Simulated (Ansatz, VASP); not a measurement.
**Be in VASP and in Ansatz**

```
Be
1.0
     2.24717    0.00000    0.00000
    -1.12359    1.94611    0.00000
     0.00000    0.00000    7.16026
Be
4
Direct
  0.00000 0.00000 0.00000
  0.00000 0.00000 0.50000
  0.33333 0.66667 0.75000
  0.66667 0.33333 0.25000
```

Alike in both runs: functional PBEsol; k mesh 24 × 24 × 8; occupations gaussian, width 0.1 eV; no spin polarisation.

Ansatz relaxed the structure, and its values are those at the end. VASP's run is a single point on that final structure, the one shown.

|  | VASP | Ansatz |
| --- | --- | --- |
| version | VASP 6.6.1 | Ansatz 0.2.0 |
| potentials or method | VASP PAW PBE potentials, release 64 (Be), cutoff 520 eV | scalar-relativistic, plane waves, PAW |
| valence electrons in the cell | 8 | 8 |

|  | VASP | Ansatz | Ansatz less VASP |
| --- | --- | --- | --- |
| gap on the k mesh at the Fermi level (eV) | none | none | - |
| pressure (GPa) | 0.4 | 0.0 | -0.37 |

VASP's potentials were made for PBE, not for PBEsol. A gap of «none» marks a metal or a gap that the smearing closes. With one functional, cell and mesh, what is left measures potentials, basis and numerics.
